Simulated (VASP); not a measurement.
# B5As2 (P6/mmm) in VASP: relaxation of cell and atoms with PBE

Aim: the relaxation of cell and atoms of B5As2 with PBE.

Program: VASP 6.6.1. These are calculated values, not measurements. Logs are shortened: lines on timing, memory, paths and dates and some standing lists are left out, and cuts for length are marked.

## (1) The cell of the first run

Symmetry: P6/mmm, No. 191, hexagonal system. Conventional cell: a = 3.813 Å, b = 3.813 Å, c = 7.906 Å, α = 90.00°, β = 90.00°, γ = 120.00°. Within 2.5 Å of B (site symmetry mmm) lie 6 B at 1.91 Å. Within 2.4 Å of B (site symmetry 6/mmm) lie 2 As at 1.79 Å. Within 2.5 Å of B (site symmetry 6/mmm) lie 6 B at 1.91 Å and 2 As at 2.16 Å. As (site symmetry 6mm) has 2 B at 1.79 to 2.16 Å within 2.4 Å.

The cell was generated, and may not be a known phase.

## (2) Relaxation of cell and atoms, PBE

Input file INCAR:

```
PREC = Accurate
ENCUT = 560
EDIFF = 1E-7
ISMEAR = 0
SIGMA = 0.2
LREAL = False
LASPH = True
NELM = 120
ALGO = Normal
ISIF = 3
LWAVE = False
LCHARG = False
GGA = PE
IBRION = 2
NSW = 36
EDIFFG = -0.08
GGA_COMPAT = False
NELMIN = 4
```

Input file KPOINTS:

```
regular mesh
0
Gamma
  5 5 2
```

Input file POSCAR:

```
B5As2
1.0
    3.8129640600      0.0000000000      0.0000000000
   -1.9064820300      3.3021237400      0.0000000000
    0.0000000000      0.0000000000      7.9055125800
B As
5 2
Direct
    0.5000000000      0.0000000000      0.5000000000
    0.0000000000      0.5000000000      0.5000000000
    0.5000000000      0.5000000000      0.5000000000
    0.0000000000      0.0000000000      0.0000000000
    0.0000000000      0.0000000000      0.5000000000
    0.0000000000      0.0000000000      0.7736684000
    0.0000000000      0.0000000000      0.2263316000
```

Potentials or basis: VASP PAW PBE potentials, release 64 (B, As_d).

On the command line:

```console
cat potpaw_PBE.64/B/POTCAR potpaw_PBE.64/As_d/POTCAR > POTCAR
mpirun -np 1 vasp_std > vasp.out
```

OUTCAR:

```text
PREC = Accurate
   ENCUT = 560
   EDIFF = 1E-7
   ISMEAR = 0
   LREAL = False
   LASPH = True
   NELM = 120
   ISIF = 3
   GGA = PE
   IBRION = 2
   NSW = 36
   EDIFFG = -0.08
   NELMIN = 4

 ion  position               nearest neighbor table
   1  0.500  0.000  0.500-   5 1.91   5 1.91   2 1.91   3 1.91   3 1.91   2 1.91
   2  0.000  0.500  0.500-   3 1.91   3 1.91   5 1.91   5 1.91   1 1.91   1 1.91
   3  0.500  0.500  0.500-   2 1.91   2 1.91   5 1.91   1 1.91   1 1.91   5 1.91
   4  0.000  0.000  0.000-   6 1.79   7 1.79
   5  0.000  0.000  0.500-   1 1.91   1 1.91   3 1.91   2 1.91   2 1.91   3 1.91   7 2.16   6 2.16

   6  0.000  0.000  0.774-   4 1.79   5 2.16
   7  0.000  0.000  0.226-   4 1.79   5 2.16

  LATTYP: Found a hexagonal cell.
 ALAT       =     3.8129640600
 C/A-ratio  =     2.0733247037

  Lattice vectors:

 A1 = (   3.8129640600,   0.0000000000,   0.0000000000)
 A2 = (  -1.9064820300,   3.3021237400,   0.0000000000)
 A3 = (   0.0000000000,   0.0000000000,   7.9055125800)

Analysis of symmetry for initial positions (statically):
=====================================================================
 Subroutine PRICEL returns:
 Original cell was already a primitive cell.

 Routine SETGRP: Setting up the symmetry group for a
 hexagonal supercell.

 Subroutine GETGRP returns: Found 24 space group operations
 (whereof 24 operations were pure point group operations)
 out of a pool of 24 trial point group operations.

The static configuration has the point symmetry D_6h.

Analysis of symmetry for dynamics (positions and initial velocities):
=====================================================================
 Subroutine PRICEL returns:
 Original cell was already a primitive cell.

 Routine SETGRP: Setting up the symmetry group for a
 hexagonal supercell.

 Subroutine GETGRP returns: Found 24 space group operations
 (whereof 24 operations were pure point group operations)
 out of a pool of 24 trial point group operations.

The dynamic configuration has the point symmetry D_6h.

 Subroutine INISYM returns: Found 24 space group operations
 (whereof 24 operations are pure point group operations),
 and found     1 'primitive' translations

----------------------------------------------------------------------------------------

                                     Primitive cell

  volume of cell :      99.5374

[... 75 lines left out ...]
   ISTART =      0    job   : 0-new  1-cont  2-samecut
   ICHARG =      2    charge: 1-file 2-atom 10-const
   ISPIN  =      1    spin polarized calculation?
   LNONCOLLINEAR =      F non collinear calculations
   LSORBIT =      F    spin-orbit coupling
   LASPH  =      T    aspherical Exc in radial PAW
   ENCUT  =  560.0 eV  41.16 Ry    6.42 a.u.   7.36  7.36 15.25*2*pi/ulx,y,z
   NELM   =    120;   NELMIN=  4; NELMDL= -5     # of ELM steps
   EDIFF  = 0.1E-06   stopping-criterion for ELM
   LREAL  =      F    real-space projection
   EDIFFG = -.8E-01   stopping-criterion for IOM
   NSW    =     36    number of steps for IOM
   IBRION =      2    ionic relax: 0-MD 1-quasi-New 2-CG
   NFREE  =      1    steps in history (QN), initial steepest desc. (CG)
   ISIF   =      3    stress and relaxation
   ISYM   =      2    0-nonsym 1-usesym 2-fastsym
   POTIM  = 0.5000    time-step for ionic-motion
   TEBEG  =    0.0;   TEEND  =   0.0 temperature during run
   PSTRESS=    0.0 pullay stress
   NELECT =      45.0000    total number of electrons
   NUPDOWN=      -1.0000    fix difference up-down
   EMIN   =  10.00;   EMAX   =-10.00  energy-range for DOS
   EFERMI =   0.00;   METHOD = LEGACY
   ISMEAR =     0;   SIGMA  =   0.20  broadening in eV -4-tet -1-fermi 0-gaus
   EFERMI_NEDOS =   21; number of points for ismear=-14 and -15
   IALGO  =     38    algorithm
   IMIX   =      4    mixing-type and parameters
     AMIX     =   0.40;   BMIX     =  1.00
     AMIX_MAG =   1.60;   BMIX_MAG =  1.00
  volume/ion in A,a.u.               =      14.22        95.96
  Fermi-wavevector in a.u.,A,eV,Ry     =   1.256465  2.374374 21.479567  1.578704
  Thomas-Fermi vector in A             =   2.390171
   LORBIT       =      0    0 simple, 1 ext, 2 COOP (PROOUT), +10 PAW based schemes
   GGA     = PE    functional components
   LHFCALC =     F    Hartree Fock is set to
   AEXX    =    0.0000 exact exchange contribution
   IVDW    =     0    specifies the selected vdW correction
   LEPSILON=     F    determine dielectric tensor
   LRPA    =     F    only Hartree local field effects (RPA)
 conjugate gradient relaxation of ions
 non-spin polarized calculation
 Gauss-broadening in eV      SIGMA  =   0.20
  energy-cutoff  :      560.00
  volume of cell :       99.54
 maximum number of plane-waves:      3025
 NGX is ok and might be reduce to    30
   NGX = 15   NGY = 15   NGZ = 31

--------------------------------------- Ionic step        1  -------------------------------------------

 number of electron      45.0000034 magnetization

 Free energy of the ion-electron system (eV)
  ---------------------------------------------------
  ext. energy  EPLUGINS =         0.00000000
  ---------------------------------------------------
  free energy    TOTEN  =       -33.41192896 eV

  energy without entropy =      -33.34408517  energy(sigma->0) =      -33.37800707

------------------------ aborting loop because EDIFF is reached ----------------------------------------

  FORCE on cell =-STRESS in cart. coord.  units (eV):
  Direction    XX          YY          ZZ          XY          YZ          ZX
  --------------------------------------------------------------------------------------
  -------------------------------------------------------------------------------------
  Total       -7.3860255     -7.3860255     12.3186024     -0.0000000      0.0000000      0.0000000
  in kB     -118.8872537   -118.8872537    198.2832057     -0.0000000      0.0000000      0.0000000
  external PRESSURE =     -13.1637672 kB  Pullay stress =       0.0000000 kB
[... 721 lines left out ...]
     26       3.6747      1.77194
     27       4.7326      0.00000

[... ionic steps 4 to 15 ...]

--------------------------------------- Ionic step       16  -------------------------------------------

 number of electron      45.0000022 magnetization

------------------------ aborting loop because EDIFF is reached ----------------------------------------
[... 77 lines left out ...]
--------------------------------------- Ionic step       18  -------------------------------------------

 number of electron      44.9999982 magnetization

 Free energy of the ion-electron system (eV)
  ---------------------------------------------------
  ext. energy  EPLUGINS =         0.00000000
  ---------------------------------------------------
  free energy    TOTEN  =       -37.11168339 eV

  energy without entropy =      -37.04477110  energy(sigma->0) =      -37.07822725

 E-fermi :   2.5065     XC(G=0):  -9.4089

 val. band max:        2.4224335161   @ k =   0.4000   0.2000   0.5000
 cond. band min:       2.5573186195   @ k =   0.2000   0.2000   0.0000
 fundamental gap:      0.1348851034
 Fermi energy:         2.5064585210
[... 332 lines left out ...]
  FREE ENERGIE OF THE ION-ELECTRON SYSTEM (eV)
  ---------------------------------------------------
  free  energy   TOTEN  =       -37.1116833898 eV

  energy  without entropy=      -37.0447711018  energy(sigma->0) =      -37.07822725

 reached required accuracy - stopping structural energy minimisation
```

CONTCAR:

```text
B5As2
   1.00000000000000
     3.4050558076053359   -0.0000000000000000   -0.0000000000000000
    -1.7025279038026679    2.9488648308963850    0.0000000000000000
    -0.0000000000000000    0.0000000000000000   10.8895801355004096
  B               As
     5     2
Direct
     0.5000000000000000    0.0000000000000000    0.5000000000000000
     0.0000000000000000    0.5000000000000000    0.5000000000000000
     0.5000000000000000    0.5000000000000000    0.5000000000000000
     0.0000000000000000    0.0000000000000000    0.0000000000000000
     0.0000000000000000    0.0000000000000000    0.5000000000000000
     0.0000000000000000    0.0000000000000000    0.8270020176843964
     0.0000000000000000    0.0000000000000000    0.1729979823156034

  0.00000000E+00  0.00000000E+00  0.00000000E+00
  0.00000000E+00  0.00000000E+00  0.00000000E+00
  0.00000000E+00  0.00000000E+00  0.00000000E+00
  0.00000000E+00  0.00000000E+00  0.00000000E+00
  0.00000000E+00  0.00000000E+00  0.00000000E+00
  0.00000000E+00  0.00000000E+00  0.00000000E+00
  0.00000000E+00  0.00000000E+00  0.00000000E+00
```

Run time: 9.5 min. Hardware: 1 thread of Intel Xeon Platinum 8259CL at 2.50GHz (Skylake/Cascade Lake), shared host; peak memory 0.25 GiB.

Results:

```yaml
Free_energy: -37.1117 eV
Relaxed_volume: 15.62 Å³/atom
Relaxed_cell: a = 3.405 Å, b = 3.405 Å, c = 10.890 Å, α = 90.00°, β = 90.00°, γ = 120.00°
Space_group_after_relaxing_to_0.1_Å: P6/mmm (No. 191)
Energy_gained_by_relaxing: 528.5 meV/atom
Ionic_steps: 18
Pressure_after_relaxing: -0.3 GPa
Largest_force_after_relaxing: 0.008 eV/Å
Band_gap_on_the_k_mesh: zero (an odd number of electrons rules out a gap without spin polarisation)
```

Forces in eV/Å, atoms in the order of the input:
```
B    0.000  0.000  0.000
B    0.000  0.000  0.000
B    0.000  0.000  0.000
B    0.000  0.000  0.000
B    0.000  0.000  0.000
As   0.000  0.000  0.008
As   0.000  0.000 -0.008
```

The path:
```tsv
step	energy change (eV)	largest force (eV/Å)	pressure (GPa)	volume (Å³)
1	0.0000	0.2532	-1.32	99.54
2	-1.1785	2.0791	-2.99	97.27
3	-1.5883	3.1480	10.66	89.23
4	-2.2409	2.6320	-1.77	94.37
5	-2.2922	2.9685	1.69	92.40
6	-2.3108	2.8005	0.44	93.00
7	-3.0461	1.8284	5.63	92.60
8	-3.1187	1.4694	7.78	92.43
9	-3.5459	0.5707	2.17	100.86
10	-3.5551	0.2238	2.54	99.78
11	-3.6269	0.4564	-1.15	104.75
12	-3.6274	0.5236	-1.49	105.28
13	-3.6684	0.4177	-0.33	105.71
14	-3.6816	0.3239	0.78	106.06
15	-3.6942	0.2074	0.83	107.62
16	-3.6946	0.1209	0.82	107.37
17	-3.6997	0.0218	-0.42	109.55
18	-3.6998	0.0083	-0.29	109.34
```

Final structure:
```
CELL_PARAMETERS angstrom
3.40506 0.00000 0.00000
-1.70253 2.94886 0.00000
0.00000 0.00000 10.88958
ATOMIC_POSITIONS crystal
B 0.50000 0.00000 0.50000
B 0.00000 0.50000 0.50000
B 0.50000 0.50000 0.50000
B 0.00000 0.00000 0.00000
B 0.00000 0.00000 0.50000
As 0.00000 0.00000 0.82700
As 0.00000 0.00000 0.17300
```

Caveat: the k points lie up to 0.43 Å⁻¹ apart in the final cell, too coarse for converged energies and pressures of a metal; a cell axis changed by over 15 % at a fixed basis, so the end point is rough; this functional lacks dispersion, which binds layers or chains, so the pressure and a relaxed spacing across them are unreliable; an odd number of electrons without spin polarisation forces a metal; a magnetic or distorted state may lie lower.

The gap in the log of VASP goes by the Fermi energy; the results here count the filled bands.